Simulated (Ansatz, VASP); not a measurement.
MgO: VASP beside Ansatz

File POSCAR:

```
MgO
1.0
    0.0000000000      2.1351500000      2.1351500000
    2.1992045000      0.0000000000      2.1351500000
    2.1992045000      2.1351500000      0.0000000000
Mg O
1 1
Direct
    0.0000000000      0.0000000000      0.0000000000
    0.5000000000      0.5000000000      0.5000000000
```

The input INCAR.step1:

```
ALGO     = Normal         # electronic algorithm
EDIFF    = 1E-5           # SCF threshold, eV
ENCUT    = 920            # plane-wave cutoff, eV
GGA      = PE             # functional
GGA_COMPAT= False        
ISMEAR   = 0              # smearing method
LASPH    = True           # aspherical terms in the spheres
LCHARG   = False          # write CHGCAR
LREAL    = False          # projectors in reciprocal space
LWAVE    = True           # write WAVECAR
NBANDS   = 15             # bands
NELM     = 120            # most SCF steps
PREC     = Accurate       # precision mode
SIGMA    = 0.05           # smearing width, eV
```

The input INCAR.step2:

```
ALGO     = Normal         # electronic algorithm
EDIFF    = 1E-6           # SCF threshold, eV
ENCUT    = 920            # plane-wave cutoff, eV
GGA_COMPAT= False        
ISIF     = 2              # what is computed and relaxed
ISMEAR   = 0              # smearing method
ISTART   = 1            
LASPH    = True           # aspherical terms in the spheres
LCHARG   = False          # write CHGCAR
LMIXTAU  = True         
LREAL    = False          # projectors in reciprocal space
LWAVE    = False          # write WAVECAR
METAGGA  = R2SCAN         # meta-GGA
NBANDS   = 15             # bands
NELM     = 120            # most SCF steps
PREC     = Accurate       # precision mode
SIGMA    = 0.05           # smearing width, eV
```

KPOINTS

```
k-points
0
Gamma
  10 10 10
```

Input for Ansatz:

```yaml
crystal:
  lattice:
    - [0.0, 2.13515, 2.13515]
    - [2.1992045, 0.0, 2.13515]
    - [2.1992045, 2.13515, 0.0]
  atoms:
    - { symbol: Mg, position: [0.0, 0.0, 0.0] }
    - { symbol: O, position: [0.5, 0.5, 0.5] }
basis:
  ecutwfc: 500
kpoints:
  mp_grid: { grid: [10, 10, 10] }
hamiltonian:
  xc: r2scan
scf:
  occupations: { method: gaussian, width: 0.05 }
output:
  forces: true
  stress: true
  eigenvalues: true
```

Change from the starting cell: strain +0.0300 x Voigt [1, 0, 0, 0, 0, 0], atoms carried along.

Alike in both runs: task single point; functional r2SCAN; k mesh 10 × 10 × 10; occupations gaussian, width 0.05 eV; no spin polarisation.

|  | VASP | Ansatz |
| --- | --- | --- |
| version | VASP 6.6.1 | Ansatz 0.2.0 |
| potentials or method | VASP PAW PBE potentials, release 64 (Mg_sv, O), cutoff 920 eV | scalar-relativistic, plane waves, PAW |
| valence electrons in the cell | 16 | 16 |

|  | VASP | Ansatz | Ansatz less VASP |
| --- | --- | --- | --- |
| gap on the k mesh at the Fermi level (eV) | 4.92 | 4.90 | -0.020 |
| least direct gap on the mesh (eV) | 4.92 | 4.90 | -0.020 |
| pressure (GPa) | -10.1 | -10.6 | -0.51 |
| traceless stress, the component that is largest in VASP (GPa) | -2.52 | -2.47 | +0.057 |

VASP's potentials were made for PBE, not for r2SCAN.
